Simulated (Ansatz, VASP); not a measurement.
## Re: VASP beside Ansatz

```xyz
1
Lattice="0.0000 1.9783 1.9783 1.9783 0.0000 1.9783 1.9783 1.9783 0.0000" Properties=species:S:1:pos:R:3 pbc="T T T"
Re    0.0000    0.0000    0.0000
```

Alike in both runs: task single point; functional PBEsol; k mesh 18 × 18 × 18; occupations gaussian, width 0.1 eV; no spin polarisation.

|  | VASP | Ansatz |
| --- | --- | --- |
| version | VASP 6.6.1 | Ansatz 0.2.0 |
| potentials or method | VASP PAW PBE potentials, release 64 (Re), cutoff 520 eV | scalar-relativistic, plane waves, PAW |
| valence electrons in the cell | 7 | 15 |

|  | VASP | Ansatz | Ansatz less VASP |
| --- | --- | --- | --- |
| gap on the k mesh at the Fermi level (eV) | none | none | - |
| pressure (GPa) | -20.4 | -19.9 | +0.48 |

VASP's potentials were made for PBE, not for PBEsol. A gap of «none» marks a metal or a gap that the smearing closes. With one functional, cell and mesh, what is left measures potentials, basis and numerics. VASP's potentials hold 7 valence electrons a cell and Ansatz's 15, so a difference there can come from the potentials and not from the codes.

Spin-orbit coupling is off throughout.
